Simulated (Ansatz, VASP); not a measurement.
# BN in VASP and in Ansatz

```
CELL_PARAMETERS angstrom
0.00000 1.78994 1.78994
1.78994 0.00000 1.78994
1.78994 1.78994 0.00000
ATOMIC_POSITIONS crystal
B 0.00000 0.00000 0.00000
N 0.25000 0.25000 0.25000
```

Alike in both runs: functional LDA; k mesh 8 × 8 × 8; occupations gaussian, width 0.02 eV; no spin polarisation.

Ansatz relaxed the structure, and its values are those at the end. VASP's run is a single point on that final structure, the one shown.

|  | VASP | Ansatz |
| --- | --- | --- |
| version | VASP 6.6.1 | Ansatz 0.2.0 |
| potentials or method | VASP PAW LDA potentials, release 64 (B, N), cutoff 600 eV | scalar-relativistic, plane waves, PAW |
| valence electrons in the cell | 8 | 8 |

```csv
,VASP,Ansatz,Ansatz less VASP
gap on the k mesh at the Fermi level (eV),4.38,4.39,+0.011
least direct gap on the mesh (eV),8.82,8.83,+0.006
pressure (GPa),1.0,0.0,-1.01
```

Ansatz warns that its potentials were made for another functional, while VASP's fit it. LDA's correlation is that of Perdew and Zunger in VASP and of Perdew and Wang (1992) in Ansatz.
